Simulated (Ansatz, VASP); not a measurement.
**One calculation of RbCl, two programs**

INCAR

```
SYSTEM = RbCl
PREC = Accurate
ENCUT = 500
EDIFF = 1E-6
ISMEAR = 0
SIGMA = 0.1
LREAL = .FALSE.
LASPH = .TRUE.
NELM = 120
ALGO = Normal
ISIF = 2
LWAVE = .FALSE.
LCHARG = .FALSE.
GGA = PE
NBANDS = 15
GGA_COMPAT = .FALSE.
```

Contents of KPOINTS:

```
Automatic mesh
0
G
  6 6 6
  0 0 0
```

File POSCAR:

```
RbCl
1.0
    0.0000000000      3.2740000000      3.2740000000
    3.2740000000      0.0000000000      3.2740000000
    3.2740000000      3.2740000000      0.0000000000
Rb Cl
1 1
Direct
    0.0000000000      0.0000000000      0.0000000000
    0.5000000000      0.5000000000      0.5000000000
```

Input for Ansatz:

```yaml
crystal:
  lattice:
    - [0.0, 3.274, 3.274]
    - [3.274, 0.0, 3.274]
    - [3.274, 3.274, 0.0]
  atoms:
    - { symbol: Rb, position: [0.0, 0.0, 0.0] }
    - { symbol: Cl, position: [0.5, 0.5, 0.5] }
basis:
  ecutwfc: 420
kpoints:
  mp_grid: { grid: [6, 6, 6] }
hamiltonian:
  xc: pbe
scf:
  occupations: { method: gaussian, width: 0.1 }
output:
  forces: true
  stress: true
  eigenvalues: true
```

Alike in both runs: task single point; functional PBE; k mesh 6 × 6 × 6; occupations gaussian, width 0.1 eV; no spin polarisation.

```csv
,VASP,Ansatz
version,VASP 6.6.1,Ansatz 0.2.0
potentials or method,"VASP PAW PBE potentials, release 64 (Rb_sv, Cl), cutoff 500 eV","scalar-relativistic, plane waves, PAW"
valence electrons in the cell,16,16
```

|  | VASP | Ansatz | Ansatz less VASP |
| --- | --- | --- | --- |
| gap on the k mesh at the Fermi level (eV) | 5.05 | 5.05 | +0.003 |
| least direct gap on the mesh (eV) | 5.05 | 5.05 | +0.003 |
| pressure (GPa) | 1.2 | 1.2 | 0.00 |

With one functional, cell and mesh, what is left measures potentials, basis and numerics.
